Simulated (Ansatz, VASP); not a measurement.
# CaO in VASP and in Ansatz

```
Ca O
1.0
     0.00000    2.35373    2.35373
     2.35373    0.00000    2.35373
     2.35373    2.35373    0.00000
Ca O
1 1
Direct
  0.00000 0.00000 0.00000
  0.50000 0.50000 0.50000
```

Alike in both runs: functional LDA; k mesh 8 × 8 × 8; occupations gaussian, width 0.02 eV; no spin polarisation.

Ansatz relaxed the structure, and its values are those at the end. VASP's run is a single point on that final structure, the one shown.

|  | VASP | Ansatz |
| --- | --- | --- |
| version | VASP 6.6.1 | Ansatz 0.2.0 |
| potentials or method | VASP PAW LDA potentials, release 64 (Ca_sv, O), cutoff 600 eV | scalar-relativistic, plane waves, PAW |
| valence electrons in the cell | 16 | 16 |

```csv
,VASP,Ansatz,Ansatz less VASP
gap on the k mesh at the Fermi level (eV),3.42,3.45,+0.029
least direct gap on the mesh (eV),3.78,3.81,+0.030
pressure (GPa),0.9,0.0,-0.89
```

Ansatz warns that its potentials were made for another functional, while VASP's fit it. LDA's correlation is that of Perdew and Zunger in VASP and of Perdew and Wang (1992) in Ansatz.
